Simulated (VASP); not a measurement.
# Pd (a cell with a defect) in VASP: notebook

Runs on Pd (a cell with a defect). Level: PBEsol+D3(BJ). Tasks: single point.

All numbers are computed with VASP 6.6.1; they aren't measurements. Logs are shortened: lines on timing, memory, paths and dates and some standing lists are left out, and cuts for length are marked.

### 1 The cell of the first run

The cell holds a defect, 7 atoms: a = 5.447 Å, b = 5.447 Å, c = 5.447 Å, α = 109.47°, β = 109.47°, γ = 109.47°.

### 2 Single point, PBEsol+D3(BJ)

Input file INCAR:

```
SYSTEM = Pd
  PREC = Accurate
  ENCUT = 400
  EDIFF = 1E-6
  ISMEAR = 0
  SIGMA = 0.1
  LREAL = .FALSE.
  LASPH = .TRUE.
  NELM = 120
  ALGO = Normal
  ISIF = 2
  LWAVE = .FALSE.
  LCHARG = .FALSE.
  GGA = PS
  IVDW = 12
  NBANDS = 44
  GGA_COMPAT = .FALSE.
```

Input file KPOINTS:

```
regular mesh
0
G
  2 2 2
  0 0 0
```

Input file POSCAR:

```
Pd
1.0
   -3.1445620000      3.1445620000      3.1445620000
    3.1445620000     -3.1445620000      3.1445620000
    3.1445620000      3.1445620000     -3.1445620000
Pd
7
Direct
    0.0000000000      0.0000000000      0.3728795934
    0.0000000000      0.4977496071      0.0023601061
    0.0000000000      0.5192591210      0.5040162986
    0.4977496071      0.0000000000      0.0023601061
    0.5192591210      0.0000000000      0.5040162986
    0.4807408790      0.4807408790     -0.0152428224
    0.5022503929      0.5022503929      0.5046104990
```

Potentials or basis: VASP PAW PBE potentials, release 64 (Pd).

Command:

```
$ cat potpaw_PBE.64/Pd/POTCAR > POTCAR
$ mpirun -np 1 vasp_std > vasp.out
```

OUTCAR:

```text
SYSTEM = Pd
   PREC = Accurate
   ENCUT = 400
   EDIFF = 1E-6
   ISMEAR = 0
   LREAL = .FALSE.
   LASPH = .TRUE.
   NELM = 120
   ISIF = 2
   GGA = PS
   IVDW = 12
 IVDW          = 12

 ion  position               nearest neighbor table
   1  0.000  0.000  0.373-   5 2.68   3 2.68   6 2.68   2 2.81   4 2.81   7 2.81   5 2.93   3 2.93
                             6 2.93
   2  0.000  0.498  0.002-   5 2.68   6 2.68   3 2.70   3 2.76   5 2.77   6 2.77   1 2.81   7 3.14
                             4 3.14   4 3.14   7 3.14
   3  0.000  0.519  0.504-   1 2.68   7 2.68   4 2.68   2 2.70   2 2.76   7 2.77   4 2.77   1 2.93
                             6 3.15   6 3.15   5 3.15   5 3.15
   4  0.498  0.000  0.002-   3 2.68   6 2.68   5 2.70   5 2.76   3 2.77   6 2.77   1 2.81   7 3.14
                             2 3.14   2 3.14   7 3.14
   5  0.519  0.000  0.504-   1 2.68   7 2.68   2 2.68   4 2.70   4 2.76   7 2.77   2 2.77   1 2.93
                             6 3.15   6 3.15   3 3.15   3 3.15
   6  0.481  0.481  0.985-   1 2.68   2 2.68   4 2.68   7 2.70   7 2.76   2 2.77   4 2.77   1 2.93
                             5 3.15   5 3.15   3 3.15   3 3.15
   7  0.502  0.502  0.505-   3 2.68   5 2.68   6 2.70   6 2.76   5 2.77   3 2.77   1 2.81   2 3.14
                             4 3.14   2 3.14   4 3.14

  LATTYP: Found a body centered cubic cell.
 ALAT       =     6.2891240000

  Lattice vectors:

 A1 = (  -3.1445620000,   3.1445620000,   3.1445620000)
 A2 = (   3.1445620000,  -3.1445620000,   3.1445620000)
 A3 = (   3.1445620000,   3.1445620000,  -3.1445620000)

Analysis of symmetry for initial positions (statically):
=====================================================================
 Subroutine PRICEL returns:
 Original cell was already a primitive cell.

 Routine SETGRP: Setting up the symmetry group for a
 body centered cubic supercell.

 Subroutine GETGRP returns: Found  6 space group operations
 (whereof  6 operations were pure point group operations)
 out of a pool of 48 trial point group operations.

The static configuration has the point symmetry C_3v.

Analysis of symmetry for dynamics (positions and initial velocities):
=====================================================================
 Subroutine PRICEL returns:
 Original cell was already a primitive cell.

 Routine SETGRP: Setting up the symmetry group for a
 body centered cubic supercell.

 Subroutine GETGRP returns: Found  6 space group operations
 (whereof  6 operations were pure point group operations)
 out of a pool of 48 trial point group operations.

The dynamic configuration has the point symmetry C_3v.
[... 94 lines left out ...]
   ISIF   =      2    stress and relaxation
   ISYM   =      2    0-nonsym 1-usesym 2-fastsym
   POTIM  = 0.5000    time-step for ionic-motion
   TEBEG  =    0.0;   TEEND  =   0.0 temperature during run
   PSTRESS=    0.0 pullay stress
   NELECT =      70.0000    total number of electrons
   NUPDOWN=      -1.0000    fix difference up-down
   EMIN   =  10.00;   EMAX   =-10.00  energy-range for DOS
   EFERMI =   0.00;   METHOD = LEGACY
   ISMEAR =     0;   SIGMA  =   0.10  broadening in eV -4-tet -1-fermi 0-gaus
   EFERMI_NEDOS =   21; number of points for ismear=-14 and -15
   IALGO  =     38    algorithm
   IMIX   =      4    mixing-type and parameters
     AMIX     =   0.40;   BMIX     =  1.00
     AMIX_MAG =   1.60;   BMIX_MAG =  1.00
  volume/ion in A,a.u.               =      17.77       119.91
  Fermi-wavevector in a.u.,A,eV,Ry     =   1.351639  2.554227 24.856861  1.826928
  Thomas-Fermi vector in A             =   2.479044
   LORBIT       =      0    0 simple, 1 ext, 2 COOP (PROOUT), +10 PAW based schemes
   GGA     = PS    functional components
   LHFCALC =     F    Hartree Fock is set to
   AEXX    =    0.0000 exact exchange contribution
   IVDW    =    12    specifies the selected vdW correction
   LEPSILON=     F    determine dielectric tensor
   LRPA    =     F    only Hartree local field effects (RPA)
 non-spin polarized calculation
 Gauss-broadening in eV      SIGMA  =   0.10
  energy-cutoff  :      400.00
  volume of cell :      124.38
 maximum number of plane-waves:      2310
 NGX is ok and might be reduce to    36
   NGX = 17   NGY = 17   NGZ = 17

 number of electron      70.0000014 magnetization

 Free energy of the ion-electron system (eV)
  ---------------------------------------------------
  ext. energy  EPLUGINS =         0.00000000
  ---------------------------------------------------
  free energy    TOTEN  =       -40.51557538 eV

  energy without entropy =      -40.44940285  energy(sigma->0) =      -40.48248911

 E-fermi :   6.9299     XC(G=0): -12.1223

 val. band max:        6.9041201605   @ k =   0.5000   0.0000   0.0000
 cond. band min:       6.9311896043   @ k =   0.0000   0.0000   0.0000
 fundamental gap:      0.0270694438
 Fermi energy:         6.9299003040

 k-point     1 :       0.0000    0.0000    0.0000
  band No.  band energies     occupation
      1       0.6751      2.00000
      2       2.1087      2.00000
      3       2.1087      2.00000
      4       2.3948      2.00000
      5       2.3948      2.00000
      6       2.4562      2.00000
[... 177 lines left out ...]
     43      15.6665      0.00000
     44      15.6665      0.00000

------------------------ aborting loop because EDIFF is reached ----------------------------------------

 Edisp (eV)   -3.60245

 E8    (eV) :    -2.4049

  FORCE on cell =-STRESS in cart. coord.  units (eV):
  Direction    XX          YY          ZZ          XY          YZ          ZX
  --------------------------------------------------------------------------------------
  -------------------------------------------------------------------------------------
  Total     -16.04704   -16.04704   -16.04704    -0.74108     0.74108     0.74108
  in kB    -206.71174  -206.71174  -206.71174    -9.54627     9.54627     9.54627
  external pressure =     -206.71 kB  Pullay stress =        0.00 kB

 VOLUME and BASIS-vectors are now :
 -----------------------------------------------------------------------------
  energy-cutoff  :      400.00
  volume of cell :      124.38
      direct lattice vectors                 reciprocal lattice vectors
    -3.144562000  3.144562000  3.144562000     0.000000000  0.159004656  0.159004656
     3.144562000 -3.144562000  3.144562000     0.159004656  0.000000000  0.159004656
     3.144562000  3.144562000 -3.144562000     0.159004656  0.159004656  0.000000000

 POSITION                                       TOTAL-FORCE (eV/Angst)
 -----------------------------------------------------------------------------------
      1.17254      1.17254     -1.17254         0.560990      0.560990     -0.560990
      1.57263     -1.55778      1.55778         0.017802     -0.113235      0.113235
      3.21775     -0.04793      0.04793        -0.029867     -0.161228      0.161228
     -1.55778      1.57263      1.55778        -0.113235      0.017802      0.113235
     -0.04793      3.21775      0.04793        -0.161228     -0.029867      0.161228
      3.09663      3.09663     -0.07319        -0.161228     -0.161228      0.029867
      1.58678      1.58678      1.57194        -0.113235     -0.113235     -0.017802
 -----------------------------------------------------------------------------------
    total drift:                               -0.000151     -0.000151      0.000155

  FREE ENERGIE OF THE ION-ELECTRON SYSTEM (eV)
  ---------------------------------------------------
  free  energy   TOTEN  =       -44.1180260452 eV

  energy  without entropy=      -44.0518535125  energy(sigma->0) =      -44.08493978
```

stdout:

```text
POSCAR found type information on POSCAR Pd
 POSCAR found :  1 types and       7 ions
 scaLAPACK will be used
 -----------------------------------------------------------------------------
|                                                                             |
|                                                                             |
|     You enforced a specific xc type in the INCAR file but a different       |
|     I HOPE YOU KNOW WHAT YOU ARE DOING!                                     |
|                                                                             |
 -----------------------------------------------------------------------------

 LDA part: xc-table for (Slater+PW92), standard interpolation
 POSCAR, INCAR and KPOINTS ok, starting setup
 FFT: planning ... GRIDC
 FFT: planning ... GRID_SOFT
 FFT: planning ... GRID
 WAVECAR not read
 entering main loop
```

Wall time 25 s (1 thread of AMD EPYC 9R45 (Zen 5), shared host); peak memory 0.17 GiB.

What came out:

```
Free energy                : -44.1180 eV
Pressure                   : -20.7 GPa
Largest force              : 0.972 eV/Å
Band gap on the k mesh     : zero (band 35 reaches 7.34 eV, above the bottom of band 36 at 6.86 eV)
Dispersion energy per atom : -0.515 eV
```

Forces on the atoms (eV/Å):
```
Pd   0.561  0.561 -0.561
Pd   0.018 -0.113  0.113
Pd  -0.030 -0.161  0.161
Pd  -0.113  0.018  0.113
Pd  -0.161 -0.030  0.161
Pd  -0.161 -0.161  0.030
Pd  -0.113 -0.113 -0.018
```

Caveat: the k points lie up to 0.71 Å⁻¹ apart; the PAW data sets were made with another functional, which shifts forces and pressure a little.

### 3 Single point, PBEsol+D3(BJ)

Input file INCAR:

```
SYSTEM = Pd
PREC = Accurate ; ENCUT = 400
EDIFF = 1E-6 ; ISMEAR = 0
SIGMA = 0.1 ; LREAL = .FALSE.
LASPH = .TRUE. ; NELM = 120
ALGO = Normal ; ISIF = 2
LWAVE = .FALSE. ; LCHARG = .TRUE.
GGA = PS ; IVDW = 12
LELF = .TRUE. ; LVHAR = .TRUE.
NBANDS = 44 ; GGA_COMPAT = .FALSE.
```

Input file KPOINTS:

```
Automatic mesh
0
G
  2 2 2
  0 0 0
```

Input file POSCAR:

```
Pd
1.0
   -3.1445620000      3.1445620000      3.1445620000
    3.1445620000     -3.1445620000      3.1445620000
    3.1445620000      3.1445620000     -3.1445620000
Pd
7
Direct
    0.0000000000      0.0000000000      0.1271204066
    0.0000000000      0.4807410380     -0.0040161396
    0.0000000000      0.5022502339      0.4976397349
    0.4807410380      0.0000000000     -0.0040161396
    0.5022502339      0.0000000000      0.4976397349
    0.4977497661      0.4977497661     -0.0046104990
    0.5192589620      0.5192589620      0.5152428224
```

Potentials or basis: VASP PAW PBE potentials, release 64 (Pd).

Command:

```
$ cat potpaw_PBE.64/Pd/POTCAR > POTCAR
$ mpirun -np 1 vasp_std > vasp.out
```

OUTCAR:

```text
SYSTEM = Pd
   PREC = Accurate
   ENCUT = 400
   EDIFF = 1E-6
   ISMEAR = 0
   LREAL = .FALSE.
   LASPH = .TRUE.
   NELM = 120
   ISIF = 2
   GGA = PS
   IVDW = 12
 IVDW          = 12

 ion  position               nearest neighbor table
   1  0.000  0.000  0.127-   7 2.68   2 2.68   4 2.68   5 2.81   3 2.81   6 2.81   4 2.93   2 2.93
                             7 2.93
   2  0.000  0.481  0.996-   1 2.68   5 2.68   6 2.68   3 2.70   3 2.76   6 2.77   5 2.77   1 2.93
                             7 3.15   4 3.15   4 3.15   7 3.15
   3  0.000  0.502  0.498-   7 2.68   4 2.68   2 2.70   2 2.76   4 2.77   7 2.77   1 2.81   6 3.14
                             5 3.14   5 3.14   6 3.14
[... 387 lines left out ...]
  Total     -16.04684   -16.04684   -16.04684    -0.74105     0.74105     0.74105
  in kB    -206.70906  -206.70906  -206.70906    -9.54591     9.54591     9.54591
  external pressure =     -206.71 kB  Pullay stress =        0.00 kB

 VOLUME and BASIS-vectors are now :
 -----------------------------------------------------------------------------
  energy-cutoff  :      400.00
  volume of cell :      124.38
      direct lattice vectors                 reciprocal lattice vectors
    -3.144562000  3.144562000  3.144562000     0.000000000  0.159004656  0.159004656
     3.144562000 -3.144562000  3.144562000     0.159004656  0.000000000  0.159004656
     3.144562000  3.144562000 -3.144562000     0.159004656  0.159004656  0.000000000

 POSITION                                       TOTAL-FORCE (eV/Angst)
 -----------------------------------------------------------------------------------
      0.39974      0.39974     -0.39974        -0.560994     -0.560994      0.560994
      4.64365      1.62021     -1.62021         0.029853      0.161227     -0.161227
      3.14422     -0.01450      0.01450        -0.017789      0.113239     -0.113239
      1.62021      4.64365     -1.62021         0.161227      0.029853     -0.161227
     -0.01450      3.14422      0.01450         0.113239     -0.017789     -0.113239
      3.13006      3.13006      0.00035         0.113239      0.113239      0.017789
      1.62021      1.62021      1.64547         0.161227      0.161227     -0.029853
 -----------------------------------------------------------------------------------
    total drift:                                0.000151      0.000151     -0.000155

  FREE ENERGIE OF THE ION-ELECTRON SYSTEM (eV)
  ---------------------------------------------------
  free  energy   TOTEN  =       -44.1180261930 eV

  energy  without entropy=      -44.0518532680  energy(sigma->0) =      -44.08493973
```

OSZICAR:

```text
N       E                     dE             d eps       ncg     rms          rms(c)
DAV:   1     0.382625442184E+03    0.38263E+03   -0.29690E+04   352   0.124E+03
DAV:   2    -0.294366163265E+02   -0.41206E+03   -0.39095E+03   380   0.302E+02
DAV:   3    -0.424816525346E+02   -0.13045E+02   -0.12601E+02   372   0.539E+01
DAV:   4    -0.426217112582E+02   -0.14006E+00   -0.13983E+00   384   0.567E+00
DAV:   5    -0.426246725872E+02   -0.29613E-02   -0.29607E-02   388   0.870E-01    0.156E+01
DAV:   6    -0.406206909183E+02    0.20040E+01   -0.76609E+00   376   0.169E+01    0.692E+00
DAV:   7    -0.406849778666E+02   -0.64287E-01   -0.13471E+00   364   0.931E+00    0.500E+00
DAV:   8    -0.405443879038E+02    0.14059E+00   -0.79814E-01   376   0.764E+00    0.300E+00
DAV:   9    -0.405508037537E+02   -0.64158E-02   -0.29596E-01   376   0.446E+00    0.207E+00
DAV:  10    -0.405169889338E+02    0.33815E-01   -0.12186E-01   372   0.323E+00    0.350E-01
DAV:  11    -0.405156574452E+02    0.13315E-02   -0.11115E-02   380   0.635E-01    0.898E-02
DAV:  12    -0.405155740527E+02    0.83393E-04   -0.47249E-04   372   0.187E-01    0.349E-02
DAV:  13    -0.405155767540E+02   -0.27013E-05   -0.36135E-05   388   0.453E-02    0.100E-02
DAV:  14    -0.405155753526E+02    0.14014E-05   -0.33819E-06   304   0.144E-02    0.440E-03
DAV:  15    -0.405155755185E+02   -0.16587E-06   -0.77371E-07   224   0.850E-03
   1 F= -.44118026E+02 E0= -.44084940E+02  d E =-.661729E-01
```

Wall time 26 s (1 thread of AMD EPYC 9R45 (Zen 5), shared host); peak memory 0.17 GiB.

What came out:

```yaml
Free_energy: -44.1180 eV
Pressure: -20.7 GPa
Largest_force: 0.972 eV/Å
Band_gap_on_the_k_mesh: zero (band 35 reaches 7.34 eV, above the bottom of band 36 at 6.86 eV)
Dispersion_energy_per_atom: -0.515 eV
```

Forces on the atoms (eV/Å):
```
Pd  -0.561 -0.561  0.561
Pd   0.030  0.161 -0.161
Pd  -0.018  0.113 -0.113
Pd   0.161  0.030 -0.161
Pd   0.113 -0.018 -0.113
Pd   0.113  0.113  0.018
Pd   0.161  0.161 -0.030
```

Levels at points of the mesh, in eV from the Fermi level:
| k point | band 33 | band 34 | band 35 | band 36 | band 37 | band 38 |
| --- | --- | --- | --- | --- | --- | --- |
| (0.00, 0.00, 0.00) | 0.27 | 0.41 | 0.41 | 0.52 | 1.55 | 2.10 |
| (0.50, 0.00, 0.00) | -0.58 | -0.36 | -0.11 | -0.03 | 0.36 | 2.42 |
| (0.00, 0.00, 0.50) | -0.59 | -0.53 | -0.09 | -0.07 | 0.14 | 2.45 |
| (0.50, 0.50, 0.50) | -0.58 | -0.35 | -0.35 | 0.25 | 0.25 | 1.06 |

Caveat: the k points lie up to 0.71 Å⁻¹ apart; the PAW data sets were made with another functional, which shifts forces and pressure a little.
